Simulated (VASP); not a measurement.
The system is Pt.

```xyz
1
Lattice="0.0000 1.9609 1.9609 1.9609 0.0000 1.9609 1.9609 1.9609 0.0000" Properties=species:S:1:pos:R:3 pbc="T T T"
Pt    0.0000    0.0000    0.0000
```

| Property | Result |
| --- | --- |
| Program | VASP 6.6.1 |
| Task | relaxation of cell and atoms |
| Functional | r2SCAN |
| Potentials or basis | VASP PAW PBE potentials, release 64 (Pt) |
| Cutoff | 600 eV |
| k mesh | 18 × 18 × 18 |
| Occupations | gaussian, width 0.1 eV |
| Spin | no spin polarisation |

At the start: pressure 4.8 GPa; volume 15.08 Å³/atom.

Q: Where does the relaxation end?

A: Over 4 steps the energy falls by 3.7 meV/atom and the volume is 15.33 Å³/atom (+1.7 %); space group Fm-3m (No. 225, to 0.05 Å).

The path:
```csv
step,energy change (eV),largest force (eV/Å),pressure (GPa),volume (Å³)
1,0.0000,0.0000,4.80,15.08
2,0.0247,0.0000,-11.46,16.09
3,-0.0037,0.0000,-0.06,15.34
4,-0.0037,0.0000,-0.02,15.33
```

Final structure:
```
CELL_PARAMETERS angstrom
0.00000 1.97184 1.97184
1.97184 0.00000 1.97184
1.97184 1.97184 0.00000
ATOMIC_POSITIONS crystal
Pt 0.00000 0.00000 0.00000
```

Caveat: the PAW data sets were made with another functional, which shifts forces and pressure a little.
